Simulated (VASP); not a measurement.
## CaS: single point with r2SCAN

The system is CaS.

```
CELL_PARAMETERS angstrom
0.00000 2.84794 2.84794
2.84794 0.00000 2.84794
2.84794 2.84794 0.00000
ATOMIC_POSITIONS crystal
Ca 0.00000 0.00000 0.00000
S 0.50000 0.50000 0.50000
```

```json
{"Program": "VASP 6.6.1", "Task": "single point", "Functional": "r2SCAN", "Potentials or basis": "VASP PAW PBE potentials, release 64 (Ca_sv, S)", "Cutoff": "550 eV", "k mesh": "6 × 6 × 6", "Occupations": "gaussian, width 0.01 eV", "Spin": "no spin polarisation", "Dipole correction": "no", "Further INCAR settings": "ALGO = Normal; EDIFF = 1e-06; NBANDS = 15"}
```

| Item | Value |
| --- | --- |
| Pressure | 0.3 GPa |
| Band gap on the k mesh | 2.80 eV (least direct gap 3.63 eV) |

Levels at points of the mesh, in eV from the valence-band top:
```tsv
k point	band 4	band 5	band 6	band 7	band 8	band 9	band 10	band 11	band 12	band 13
(0.00, 0.00, 0.00)	-20.82	-11.79	0.00	0.00	0.00	4.67	4.67	4.67	4.92	5.31
(0.50, 0.00, 0.00)	-20.83	-10.96	-3.10	-1.16	-1.16	5.79	6.68	6.82	6.82	8.82
(0.50, 0.50, 0.00)	-20.87	-11.15	-2.31	-0.83	-0.83	2.80	6.18	6.77	7.41	7.41
```

Run time: 62 s on 1 thread of Intel Xeon 8259CL (shared host), peak memory 0.19 GiB.

Caveat: the PAW data sets were made with another functional, which shifts forces and pressure a little. r2SCAN opens gaps a little over a GGA but as a rule still falls short of measured ones.
